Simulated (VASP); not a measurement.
Input of a VASP 6.6.1 run:

POSCAR

```
Ag
1.0
    0.0000000000      2.0427500000      2.0427500000
    2.0427500000      0.0000000000      2.0427500000
    2.0427500000      2.0427500000      0.0000000000
Ag
1
Direct
    0.0000000000      0.0000000000      0.0000000000
```

INCAR.step1

```
SYSTEM = Ag
ALGO = Normal
EDIFF = 1E-4
ENCUT = 520
GGA = PE
ISMEAR = -1
LASPH = .True.
LCHARG = .False.
LREAL = .False.
LWAVE = .True.
NBANDS = 12
NELM = 60
PREC = Accurate
SIGMA = 0.05
```

File INCAR.step2:

```
SYSTEM = Ag
ALGO = Normal
EDIFF = 1E-7
ENCUT = 520
ISIF = 2
ISMEAR = -1
ISTART = 1
LASPH = .True.
LCHARG = .False.
LMIXTAU = .True.
LREAL = .False.
LWAVE = .False.
METAGGA = R2SCAN
NBANDS = 12
NELM = 60
PREC = Accurate
SIGMA = 0.05
```

Contents of KPOINTS:

```
k-points
0
Gamma
  11 11 11
  0 0 0
```

Potentials or basis: VASP PAW PBE potentials, release 64 (Ag).

Command:

```bash
$ cat potpaw_PBE.64/Ag/POTCAR > POTCAR
$ cp INCAR.step1 INCAR
$ mpirun -np 1 vasp_std > vasp.out
$ cp INCAR.step2 INCAR
$ mpirun -np 1 vasp_std > vasp.out
```

Q: What does it give for the pressure?

A: 1.4 GPa.

Caveat: the PAW data sets were made with another functional, which shifts forces and pressure a little.
